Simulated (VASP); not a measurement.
Runs of VASP 6.6.1 on CsEu. The structure is that of space group P-6m2 (No. 187), or close to it. The cells are those of the table. 

```tsv
cell	gap on the mesh (eV)	pressure (GPa)	moment (μB)
a = 4.310, b = 4.310, c = 7.732 Å, angles 90.0, 90.0, 120.0°, 2 atoms	none	(b)	7.72
a = 4.427, b = 4.427, c = 7.941 Å, angles 90.0, 90.0, 120.0°, 2 atoms	none	(a)	7.64
a = 4.389, b = 4.389, c = 7.873 Å, angles 90.0, 90.0, 120.0°, 2 atoms	none	(c)	7.66
a = 4.350, b = 4.350, c = 7.803 Å, angles 90.0, 90.0, 120.0°, 2 atoms	none	0.1	7.69
```

Alike in all rows: task single point; level PBE; potentials or basis VASP PAW PBE potentials, release 64 (Cs_sv, Eu); spin collinear, ferromagnetic start; k mesh 8 × 8 × 4; cutoff (eV) 520; smearing fermi-dirac 0.1 eV.

Question: Fill in the values left out.

Answer: (a) -0.1; (b) 0.2; (c) 0.0.

Caveats: spin-orbit coupling is left out, which moves the levels of the heavy elements; semilocal functionals describe open f shells poorly, which spoils levels, moments and volumes.

A k mesh can miss the band edges, and the runs leave out spin-orbit coupling on Cs, Eu.

A gap of «none» marks levels without a gap at the run's occupations.
